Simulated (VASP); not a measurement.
Here is a VASP 6.6.1 calculation.

The input INCAR:

```
SYSTEM = TiAlF
  ALGO = Normal
  EDIFF = 1E-6
  ENCUT = 520
  GGA = PE
  ISIF = 2
  ISMEAR = 0
  ISPIN = 2
  LASPH = .True.
  LCHARG = .False.
  LMAXMIX = 4
  LORBIT = 11
  LREAL = .False.
  LWAVE = .False.
  MAGMOM = 0.21 0.21 0 0 0 0
  NBANDS = 35
  NELM = 150
  PREC = Accurate
  SIGMA = 0.1
```

File KPOINTS:

```
k-points
0
Gamma
  10 10 6
  0 0 0
```

File POSCAR:

```
TiAlF
1.0
    3.5540695697      0.0000000000      0.0000000000
    0.0000000000      3.5540695697      0.0000000000
    0.0000000000      0.0000000000      7.2758885115
Ti Al F
2 2 2
Direct
    0.0000000000      0.5000000000      0.7056938768
    0.5000000000      0.0000000000      0.2943061232
    0.5000000000      0.5000000000      0.0000000000
    0.0000000000      0.0000000000      0.0000000000
    0.0000000000      0.5000000000      0.4246393312
    0.5000000000      0.0000000000      0.5753606688
```

Potentials or basis: VASP PAW PBE potentials, release 64 (Ti_sv, Al, F).

The run is started by

```sh
$ cat potpaw_PBE.64/Ti_sv/POTCAR potpaw_PBE.64/Al/POTCAR potpaw_PBE.64/F/POTCAR > POTCAR
$ mpirun -np 1 vasp_std > vasp.out
```

**Question.** Predict the net moment.

**Answer.** 0.00 μB per cell.

**Question.** What does it give for the largest force?

**Answer.** 0.060 eV/Å.

**Question.** Estimate the pressure.

**Answer.** 0.0 GPa.

**Question.** Estimate the band gap on the k mesh.

**Answer.** Zero (filled and empty bands overlap).

Forces in eV/Å, atoms in the order of the input:
```
Ti   0.000  0.000  0.060
Ti   0.000  0.000 -0.060
Al   0.000  0.000  0.000
Al   0.000  0.000  0.000
F    0.000  0.000 -0.052
F    0.000  0.000  0.052
```
